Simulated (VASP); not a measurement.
# BaHg (P6_3mc) in VASP: notebook

The runs below take BaHg through single point, with LDA.

Program: VASP 6.6.1. These are calculated values, not measurements. Logs are shortened: lines on timing, memory, paths and dates and some standing lists are left out, and cuts for length are marked.

## 1. The cell of the first run

The structure is hexagonal, space group P6_3mc (No. 186). The conventional cell has a = 4.283 Å, b = 4.283 Å, c = 10.598 Å, α = 90.00°, β = 90.00°, γ = 120.00°. Within 4.3 Å of Ba (site symmetry 3m) lie 4 Hg at 3.21 to 3.25 Å and 6 Ba at 4.28 Å. Hg (site symmetry 3m) has 4 Ba at 3.21 to 3.25 Å and 6 Hg at 4.28 Å within 4.3 Å.

## 2. Single point, LDA

Input file INCAR:

```
SYSTEM = BaHg
ALGO = Normal ; EDIFF = 1E-6
ENCUT = 550 ; GGA = CA
GGA_COMPAT = .FALSE. ; ISIF = 2
ISMEAR = 0 ; LASPH = .TRUE.
LCHARG = .FALSE. ; LREAL = .FALSE.
LWAVE = .FALSE. ; NBANDS = 38
NELM = 120 ; PREC = Accurate
SIGMA = 0.1
```

Input file KPOINTS:

```
k-points
0
G
  6 6 2
  0 0 0
```

Input file POSCAR:

```
BaHg
1.0
    4.2828549335      0.0000000000      0.0000000000
   -2.1414274667      3.7090611731      0.0000000000
    0.0000000000      0.0000000000     10.5981001219
Ba Hg
2 2
Direct
    0.3333333333      0.6666666667      0.0341561070
    0.6666666667      0.3333333333      0.5341561070
    0.3333333333      0.6666666667      0.3408438930
    0.6666666667      0.3333333333      0.8408438930
```

Potentials or basis: VASP PAW LDA potentials, release 64 (Ba_sv, Hg_sv_GW).

Command:

```sh
cat potpaw_LDA.64/Ba_sv/POTCAR potpaw_LDA.64/Hg_sv_GW/POTCAR > POTCAR
mpirun -np 1 vasp_std > vasp.out
```

OUTCAR:

```text
SYSTEM = BaHg
   EDIFF = 1E-6
   ENCUT = 550
   GGA = CA
   ISIF = 2
   ISMEAR = 0
   LASPH = .TRUE.
   LREAL = .FALSE.
   NELM = 120
   PREC = Accurate

 ion  position               nearest neighbor table
   1  0.333  0.667  0.034-   4 3.21   4 3.21   4 3.21   3 3.25
   2  0.667  0.333  0.534-   3 3.21   3 3.21   3 3.21   4 3.25
   3  0.333  0.667  0.341-   2 3.21   2 3.21   2 3.21   1 3.25
   4  0.667  0.333  0.841-   1 3.21   1 3.21   1 3.21   2 3.25

  LATTYP: Found a hexagonal cell.
 ALAT       =     4.2828549335
 C/A-ratio  =     2.4745409981

  Lattice vectors:

 A1 = (   4.2828549335,   0.0000000000,   0.0000000000)
 A2 = (  -2.1414274667,   3.7090611731,   0.0000000000)
 A3 = (   0.0000000000,   0.0000000000,  10.5981001219)

Analysis of symmetry for initial positions (statically):
=====================================================================
 Subroutine PRICEL returns:
 Original cell was already a primitive cell.

 Routine SETGRP: Setting up the symmetry group for a
 hexagonal supercell.

 Subroutine GETGRP returns: Found 12 space group operations
 (whereof  6 operations were pure point group operations)
 out of a pool of 24 trial point group operations.

The static configuration has the point symmetry C_3v.
 The point group associated with its full space group is C_6v.

Analysis of symmetry for dynamics (positions and initial velocities):
=====================================================================
 Subroutine PRICEL returns:
 Original cell was already a primitive cell.

 Routine SETGRP: Setting up the symmetry group for a
 hexagonal supercell.

 Subroutine GETGRP returns: Found 12 space group operations
 (whereof  6 operations were pure point group operations)
 out of a pool of 24 trial point group operations.

The dynamic configuration has the point symmetry C_3v.
 The point group associated with its full space group is C_6v.

 Subroutine INISYM returns: Found 12 space group operations
 (whereof  6 operations are pure point group operations),
 and found     1 'primitive' translations

----------------------------------------------------------------------------------------

                                     Primitive cell

  volume of cell :     168.3548

  direct lattice vectors                    reciprocal lattice vectors
     4.282854934  0.000000000  0.000000000     0.233489113  0.134805002  0.000000000
    -2.141427467  3.709061173  0.000000000     0.000000000  0.269610005  0.000000000
     0.000000000  0.000000000 10.598100122     0.000000000  0.000000000  0.094356535

  length of vectors
     4.282854934  4.282854933 10.598100122     0.269610005  0.269610005  0.094356535

  position of ions in fractional coordinates (direct lattice)
     0.333333333  0.666666667  0.034156107
     0.666666667  0.333333333  0.534156107
     0.333333333  0.666666667  0.340843893
     0.666666667  0.333333333  0.840843893

  ion indices of the primitive-cell ions
   primitive index   ion index
                 1           1
                 2           2
                 3           3
                 4           4

----------------------------------------------------------------------------------------

 KPOINTS: k-points

Automatic generation of k-mesh.
 Grid dimensions read from file:
 generate k-points for:    6    6    2

 Generating k-lattice:

  Cartesian coordinates                     Fractional coordinates (reciprocal lattice)
     0.038914852  0.022467500  0.000000000     0.166666667  0.000000000  0.000000000
     0.000000000  0.044935001  0.000000000     0.000000000  0.166666667  0.000000000
     0.000000000  0.000000000  0.047178267     0.000000000  0.000000000  0.500000000

  Length of vectors
     0.044935001  0.044935001  0.047178267

  Shift w.r.t. Gamma in fractional coordinates (k-lattice)
     0.000000000  0.000000000  0.000000000

 Subroutine IBZKPT returns following result:
 ===========================================

 Found     14 irreducible k-points:

 Following reciprocal coordinates:
            Coordinates               Weight
  0.000000  0.000000  0.000000      1.000000
  0.166667  0.000000  0.000000      6.000000
  0.333333  0.000000  0.000000      6.000000
  0.500000  0.000000  0.000000      3.000000
  0.166667  0.166667  0.000000      6.000000
  0.333333  0.166667  0.000000     12.000000
  0.333333  0.333333  0.000000      2.000000
  0.000000  0.000000  0.500000      1.000000
  0.166667  0.000000  0.500000      6.000000
  0.333333  0.000000  0.500000      6.000000
  0.500000  0.000000  0.500000      3.000000
  0.166667  0.166667  0.500000      6.000000
  0.333333  0.166667  0.500000     12.000000
  0.333333  0.333333  0.500000      2.000000
   k-points           NKPTS =     14   k-points in BZ     NKDIM =     14   number of bands    NBANDS=     38
   number of dos      NEDOS =    301   number of ions     NIONS =      4
   total plane-waves  NPLWV = 108864
   dimension x,y,z NGX =    36 NGY =   36 NGZ =   84
   dimension x,y,z NGXF=    72 NGYF=   72 NGZF=  168
   ions per type =               2   2
   NGX,Y,Z   is equivalent  to a cutoff of  13.97, 13.97, 13.18 a.u.
   NGXF,Y,Z  is equivalent  to a cutoff of  27.95, 27.95, 26.35 a.u.
 SYSTEM =  BaHg
   PREC   = accura    normal or accurate (medium, high low for compatibility)
   ISTART =      0    job   : 0-new  1-cont  2-samecut
   ICHARG =      2    charge: 1-file 2-atom 10-const
   ISPIN  =      1    spin polarized calculation?
   LNONCOLLINEAR =      F non collinear calculations
   LSORBIT =      F    spin-orbit coupling
   LASPH  =      T    aspherical Exc in radial PAW
   ENCUT  =  550.0 eV  40.42 Ry    6.36 a.u.   8.19  8.19 20.27*2*pi/ulx,y,z
   NELM   =    120;   NELMIN=  2; NELMDL= -5     # of ELM steps
   EDIFF  = 0.1E-05   stopping-criterion for ELM
   LREAL  =      F    real-space projection
   EDIFFG = 0.1E-04   stopping-criterion for IOM
   NSW    =      0    number of steps for IOM
   IBRION =     -1    ionic relax: 0-MD 1-quasi-New 2-CG
   NFREE  =      0    steps in history (QN), initial steepest desc. (CG)
   ISIF   =      2    stress and relaxation
   ISYM   =      2    0-nonsym 1-usesym 2-fastsym
   POTIM  = 0.5000    time-step for ionic-motion
   TEBEG  =    0.0;   TEEND  =   0.0 temperature during run
   PSTRESS=    0.0 pullay stress
   NELECT =      60.0000    total number of electrons
   NUPDOWN=      -1.0000    fix difference up-down
   EMIN   =  10.00;   EMAX   =-10.00  energy-range for DOS
   EFERMI =   0.00;   METHOD = LEGACY
   ISMEAR =     0;   SIGMA  =   0.10  broadening in eV -4-tet -1-fermi 0-gaus
   EFERMI_NEDOS =   21; number of points for ismear=-14 and -15
   IALGO  =     38    algorithm
   IMIX   =      4    mixing-type and parameters
     AMIX     =   0.40;   BMIX     =  1.00
     AMIX_MAG =   1.60;   BMIX_MAG =  1.00
  volume/ion in A,a.u.               =      42.09       284.03
  Fermi-wavevector in a.u.,A,eV,Ry     =   1.160691  2.193389 18.329832  1.347205
  Thomas-Fermi vector in A             =   2.297271
   LORBIT       =      0    0 simple, 1 ext, 2 COOP (PROOUT), +10 PAW based schemes
   GGA     = CA    functional components
   LHFCALC =     F    Hartree Fock is set to
   AEXX    =    0.0000 exact exchange contribution
   IVDW    =     0    specifies the selected vdW correction
   LEPSILON=     F    determine dielectric tensor
   LRPA    =     F    only Hartree local field effects (RPA)
 non-spin polarized calculation
 Gauss-broadening in eV      SIGMA  =   0.10
  energy-cutoff  :      550.00
  volume of cell :      168.35
 maximum number of plane-waves:      4960
 NGX is ok and might be reduce to    36
   NGX = 17   NGY = 17   NGZ = 41

 number of electron      60.0000000 magnetization

 Free energy of the ion-electron system (eV)
  ---------------------------------------------------
  ext. energy  EPLUGINS =         0.00000000
  ---------------------------------------------------
  free energy    TOTEN  =        -6.92778691 eV

  energy without entropy =       -6.92226528  energy(sigma->0) =       -6.92502609

 E-fermi :   2.5983     XC(G=0):  -8.7812

 val. band max:        2.3557629724   @ k =   0.3333   0.0000   0.0000
 cond. band min:       2.6401849589   @ k =   0.3333   0.0000   0.0000
 fundamental gap:      0.2844219864
 Fermi energy:         2.5982619323

 k-point     1 :       0.0000    0.0000    0.0000
  band No.  band energies     occupation
      1    -112.5343      2.00000
      2    -112.5343      2.00000
      3     -61.1954      2.00000
      4     -61.1953      2.00000
      5     -61.1032      2.00000
      6     -61.1032      2.00000
[... 30 lines left out ...]
     37       5.8537      0.00000
     38       5.8540      0.00000

 k-point     2 :       0.1667    0.0000    0.0000
  band No.  band energies     occupation
      1    -112.5343      2.00000
      2    -112.5343      2.00000
      3     -61.1954      2.00000
      4     -61.1953      2.00000
      5     -61.1032      2.00000
      6     -61.1032      2.00000
[... 30 lines left out ...]
     37       5.6263      0.00000
     38       5.8384      0.00000

 k-point     3 :       0.3333    0.0000    0.0000
  band No.  band energies     occupation
      1    -112.5343      2.00000
      2    -112.5343      2.00000
      3     -61.1954      2.00000
      4     -61.1953      2.00000
      5     -61.1035      2.00000
      6     -61.1034      2.00000
[... 30 lines left out ...]
     37       5.5441      0.00000
     38       6.2448      0.00000

 k-point     4 :       0.5000    0.0000    0.0000
  band No.  band energies     occupation
      1    -112.5343      2.00000
      2    -112.5343      2.00000
      3     -61.1953      2.00000
      4     -61.1953      2.00000
      5     -61.1036      2.00000
      6     -61.1035      2.00000
[... 30 lines left out ...]
     37       5.5097      0.00000
     38       6.0370      0.00000
[... 293 lines left out ...]
      4     -61.1954      2.00000
      5     -61.1034      2.00000
      6     -61.1034      2.00000
[... 30 lines left out ...]
     37       5.5478      0.00000
     38       5.5481      0.00000

 k-point    13 :       0.3333    0.1667    0.5000
  band No.  band energies     occupation
      1    -112.5343      2.00000
      2    -112.5343      2.00000
      3     -61.1953      2.00000
      4     -61.1953      2.00000
      5     -61.1035      2.00000
      6     -61.1035      2.00000
[... 30 lines left out ...]
     37       5.2539      0.00000
     38       5.2539      0.00000

 k-point    14 :       0.3333    0.3333    0.5000
  band No.  band energies     occupation
      1    -112.5343      2.00000
      2    -112.5343      2.00000
      3     -61.1954      2.00000
      4     -61.1954      2.00000
      5     -61.1034      2.00000
      6     -61.1034      2.00000
[... 30 lines left out ...]
     37       4.9392      0.00000
     38       4.9392      0.00000

------------------------ aborting loop because EDIFF is reached ----------------------------------------

  FORCE on cell =-STRESS in cart. coord.  units (eV):
  Direction    XX          YY          ZZ          XY          YZ          ZX
  --------------------------------------------------------------------------------------
  -------------------------------------------------------------------------------------
  Total        0.3804680      0.3804680      0.9055687      0.0000000      0.0000000     -0.0000000
  in kB        3.6207898      3.6207898      8.6180022      0.0000000      0.0000000     -0.0000000
  external PRESSURE =       5.2865273 kB  Pullay stress =       0.0000000 kB

 VOLUME and BASIS-vectors are now :
 -----------------------------------------------------------------------------
  energy-cutoff  :      550.00
  volume of cell :      168.35
      direct lattice vectors                 reciprocal lattice vectors
     4.282854934  0.000000000  0.000000000     0.233489113  0.134805002  0.000000000
    -2.141427467  3.709061173  0.000000000     0.000000000  0.269610005  0.000000000
     0.000000000  0.000000000 10.598100122     0.000000000  0.000000000  0.094356535

 POSITION                                       TOTAL-FORCE (eV/Angst)
 -----------------------------------------------------------------------------------
     -0.00000      2.47271      0.36199         0.000000     -0.000000      0.077059
      2.14143      1.23635      5.66104         0.000000      0.000000      0.077059
     -0.00000      2.47271      3.61230         0.000000      0.000000     -0.077059
      2.14143      1.23635      8.91135        -0.000000      0.000000     -0.077059
 -----------------------------------------------------------------------------------
    total drift:                               -0.000001      0.000001     -0.005018

  FREE ENERGIE OF THE ION-ELECTRON SYSTEM (eV)
  ---------------------------------------------------
  free  energy   TOTEN  =        -6.9277869074 eV

  energy  without entropy=       -6.9222652786  energy(sigma->0) =       -6.92502609
```

Wall time 65 s (1 thread of Intel Xeon Platinum 8488C (Sapphire Rapids), shared host); peak memory 0.3 GiB.

Results:

| Property | Result |
| --- | --- |
| Free energy | -6.9278 eV |
| Pressure | 0.5 GPa |
| Largest force | 0.077 eV/Å |
| Band gap on the k mesh | zero (bands 30 and 31 overlap by 0.09 eV) |

Forces in eV/Å, atoms in the order of the input:
```
Ba   0.000  0.000  0.077
Ba   0.000  0.000  0.077
Hg   0.000  0.000 -0.077
Hg   0.000  0.000 -0.077
```

Stress tensor (GPa, compression positive):
```
0.36 0.00 0.00
0.00 0.36 0.00
0.00 0.00 0.86
```

Levels at points of the mesh, in eV from the Fermi level:
| k point | band 28 | band 29 | band 30 | band 31 | band 32 | band 33 |
| --- | --- | --- | --- | --- | --- | --- |
| (0.00, 0.00, 0.00) | -4.86 | -1.78 | -0.74 | 1.73 | 1.73 | 1.85 |
| (0.50, 0.00, 0.00) | -4.05 | -1.20 | -0.97 | 0.14 | 0.48 | 1.50 |
| (0.00, 0.00, 0.50) | -5.42 | -1.20 | -1.20 | 1.80 | 1.80 | 1.80 |
| (0.50, 0.00, 0.50) | -4.25 | -0.93 | -0.93 | 0.20 | 0.20 | 1.62 |

Caveat: spin-orbit coupling is left out, which moves the levels of the heavy elements.

## 3. Single point, LDA

This run uses another cell than the first one, of 42.73 Å³/atom.

Input file INCAR:

```
ALGO = Normal ; EDIFF = 1E-6
ENCUT = 550 ; GGA = CA
GGA_COMPAT = F ; ISIF = 2
ISMEAR = 0 ; LASPH = T
LCHARG = F ; LREAL = F
LWAVE = F ; NBANDS = 38
NELM = 120 ; PREC = Accurate
SIGMA = 0.1
```

Input file KPOINTS:

```
k-points
0
Gamma
  6 6 2
```

Input file POSCAR:

```
BaHg
1.0
    4.3044858809      0.0000000000      0.0000000000
   -2.1522429404      3.7277941231      0.0000000000
    0.0000000000      0.0000000000     10.6516267880
Ba Hg
2 2
Direct
    0.3333333333      0.6666666667      0.0341561070
    0.6666666667      0.3333333333      0.5341561070
    0.3333333333      0.6666666667      0.3408438930
    0.6666666667      0.3333333333      0.8408438930
```

Potentials or basis: VASP PAW LDA potentials, release 64 (Ba_sv, Hg_sv_GW).

Command:

```sh
cat potpaw_LDA.64/Ba_sv/POTCAR potpaw_LDA.64/Hg_sv_GW/POTCAR > POTCAR
mpirun -np 1 vasp_std > vasp.out
```

Wall time 50 s (1 thread of Intel Xeon 6975P-C (Granite Rapids), shared host); peak memory 0.3 GiB.

Results (log left out):

```yaml
Free_energy: -6.9352 eV
Pressure: 0.2 GPa
Largest_force: 0.047 eV/Å
Band_gap_on_the_k_mesh: zero (bands 30 and 31 overlap by 0.09 eV)
```

Forces in eV/Å, atoms in the order of the input:
```
Ba   0.000  0.000  0.047
Ba   0.000  0.000  0.047
Hg   0.000  0.000 -0.047
Hg   0.000  0.000 -0.047
```

Stress tensor (GPa, compression positive):
```
0.09 0.00 0.00
0.00 0.09 0.00
0.00 0.00 0.39
```

Levels at points of the mesh, in eV from the Fermi level:
| k point | band 28 | band 29 | band 30 | band 31 | band 32 | band 33 |
| --- | --- | --- | --- | --- | --- | --- |
| (0.00, 0.00, 0.00) | -4.86 | -1.78 | -0.73 | 1.72 | 1.72 | 1.84 |
| (0.50, 0.00, 0.00) | -4.05 | -1.17 | -0.95 | 0.15 | 0.48 | 1.50 |
| (0.00, 0.00, 0.50) | -5.40 | -1.20 | -1.20 | 1.78 | 1.78 | 1.78 |
| (0.50, 0.00, 0.50) | -4.24 | -0.91 | -0.91 | 0.21 | 0.21 | 1.60 |

Caveat: spin-orbit coupling is left out, which moves the levels of the heavy elements.

## 4. Single point, LDA

This run uses another cell than the first one, of 43.37 Å³/atom.

Input file INCAR:

```
SYSTEM = BaHg
  ALGO = Normal
  EDIFF = 1E-6
  ENCUT = 550
  GGA_COMPAT = .FALSE.
  ISIF = 2
  ISMEAR = 0
  LASPH = .TRUE.
  LCHARG = .FALSE.
  LREAL = .FALSE.
  LWAVE = .FALSE.
  NBANDS = 38
  NELM = 120
  PREC = Accurate
  SIGMA = 0.1
```

Input file KPOINTS:

```
k-points
0
G
  6 6 2
  0 0 0
```

Input file POSCAR:

```
BaHg
1.0
    4.3259015860      0.0000000000      0.0000000000
   -2.1629507930      3.7463406678      0.0000000000
    0.0000000000      0.0000000000     10.7046208284
Ba Hg
2 2
Direct
    0.3333333333      0.6666666667      0.0341561070
    0.6666666667      0.3333333333      0.5341561070
    0.3333333333      0.6666666667      0.3408438930
    0.6666666667      0.3333333333      0.8408438930
```

Command:

```sh
cat potpaw_LDA.64/Ba_sv/POTCAR potpaw_LDA.64/Hg_sv_GW/POTCAR > POTCAR
mpirun -np 1 vasp_std > vasp.out
```

Wall time 3 min (1 thread of AMD EPYC 7R43 (Zen 3), shared host); peak memory 0.27 GiB.

Results (log left out):

```
Free energy            : -6.9376 eV
Pressure               : -0.1 GPa
Largest force          : 0.019 eV/Å
Band gap on the k mesh : zero (bands 30 and 31 overlap by 0.09 eV)
```

Forces in eV/Å, atoms in the order of the input:
```
Ba   0.000  0.000  0.019
Ba   0.000  0.000  0.019
Hg   0.000  0.000 -0.019
Hg   0.000  0.000 -0.019
```

Stress tensor (GPa, compression positive):
```
-0.15  0.00  0.00
 0.00 -0.15  0.00
 0.00  0.00 -0.04
```

Levels at points of the mesh, in eV from the Fermi level:
| k point | band 28 | band 29 | band 30 | band 31 | band 32 | band 33 |
| --- | --- | --- | --- | --- | --- | --- |
| (0.00, 0.00, 0.00) | -4.85 | -1.77 | -0.72 | 1.71 | 1.71 | 1.83 |
| (0.50, 0.00, 0.00) | -4.06 | -1.14 | -0.94 | 0.16 | 0.47 | 1.48 |
| (0.00, 0.00, 0.50) | -5.38 | -1.19 | -1.19 | 1.77 | 1.77 | 1.77 |
| (0.50, 0.00, 0.50) | -4.24 | -0.90 | -0.90 | 0.21 | 0.21 | 1.58 |

Caveat: spin-orbit coupling is left out, which moves the levels of the heavy elements.

## 5. The runs side by side

```csv
cell,gap on the mesh (eV),pressure (GPa),largest force (eV/Å)
"a = 4.283, b = 4.283, c = 10.598 Å, angles 90.0, 90.0, 120.0°, 4 atoms",none,0.5,0.08
"a = 4.304, b = 4.304, c = 10.652 Å, angles 90.0, 90.0, 120.0°, 4 atoms",none,0.2,0.05
"a = 4.326, b = 4.326, c = 10.705 Å, angles 90.0, 90.0, 120.0°, 4 atoms",none,-0.1,0.02
```

Alike in all rows: task single point; level LDA; potentials or basis VASP PAW LDA potentials, release 64 (Ba_sv, Hg_sv_GW); no spin polarisation; k mesh 6 × 6 × 2; cutoff (eV) 550; smearing gaussian 0.1 eV.

Caveats: spin-orbit coupling is left out, which moves the levels of the heavy elements.

Total energies depend on the potentials used, so only differences within one code and one set of settings carry meaning.

The gap in the log of VASP goes by the Fermi energy; the results here count the filled bands.